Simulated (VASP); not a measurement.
Here is a VASP 6.6.1 calculation.

File INCAR:

```
PREC = Accurate ; ENCUT = 500
EDIFF = 1E-6 ; ISMEAR = 0
SIGMA = 0.05 ; LREAL = F
LASPH = T ; NELM = 120
ALGO = Normal ; ISIF = 2
LWAVE = F ; LCHARG = T
GGA = PS ; LELF = T
LVHAR = T ; NBANDS = 46
GGA_COMPAT = F
```

KPOINTS

```
Automatic mesh
0
Gamma
  8 8 8
```

The input POSCAR:

```
ZnSnP2
1.0
   -2.8105826831      2.8105826831      5.4997500000
    2.8105826831     -2.8105826831      5.4997500000
    2.8105826831      2.8105826831     -5.4997500000
Zn Sn P
2 2 4
Direct
    0.7500000000      0.2500000000      0.5000000000
    0.0000000000      0.0000000000      0.0000000000
    0.2500000000      0.7500000000      0.5000000000
    0.5000000000      0.5000000000      0.0000000000
    0.3750000000      0.3504879709      0.4754879709
    0.6495120291      0.1250000000      0.0245120291
    0.1004879709      0.6250000000      0.9754879709
    0.8750000000      0.8995120291      0.5245120291
```

Potentials or basis: VASP PAW PBE potentials, release 64 (Zn, Sn_d, P).

Run with:

```sh
$ cat potpaw_PBE.64/Zn/POTCAR potpaw_PBE.64/Sn_d/POTCAR potpaw_PBE.64/P/POTCAR > POTCAR
$ mpirun -np 1 vasp_std > vasp.out
```

Q: Estimate the pressure.

A: 2.1 GPa.

Q: What does it give for the band gap on the k mesh?

A: 0.88 eV.

Q: Predict the largest force.

A: 0.009 eV/Å.

Forces in eV/Å, atoms in the order of the input:
```
Zn   0.000  0.000  0.000
Zn   0.000  0.000  0.000
Sn   0.000  0.000  0.000
Sn   0.000  0.000  0.000
P    0.009  0.000  0.000
P    0.000 -0.009  0.000
P    0.000  0.009  0.000
P   -0.009  0.000  0.000
```

Caveat: the PAW data sets were made with another functional, which shifts forces and pressure a little; spin-orbit coupling is left out, which moves the levels of the heavy elements. A k mesh can miss the band edges.
